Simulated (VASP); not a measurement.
Here is a VASP 6.6.1 calculation.

INCAR

```
SYSTEM = Sb
PREC = Accurate ; ENCUT = 520
EDIFF = 1E-6 ; ISMEAR = 0
SIGMA = 0.15 ; LREAL = .FALSE.
LASPH = .TRUE. ; NELM = 80
ALGO = Normal ; ISIF = 2
LWAVE = .FALSE. ; LCHARG = .FALSE.
GGA = PE ; NBANDS = 8
```

KPOINTS

```
Automatic mesh
0
G
  16 16 16
  0 0 0
```

Contents of POSCAR:

```
Sb
1.0
    2.8953826336      0.0000000000      0.0000000000
    0.0000000000      2.8953826336      0.0000000000
    0.0000000000      0.0000000000      3.7639974236
Sb
1
Direct
    0.0000000000      0.0000000000      0.0000000000
```

Potentials or basis: VASP PAW PBE potentials, release 64 (Sb).

Command:

```console
$ cat potpaw_PBE.64/Sb/POTCAR > POTCAR
$ mpirun -np 1 vasp_std > vasp.out
```

(1) Predict the pressure.

Answers

(1) 3.7 GPa.
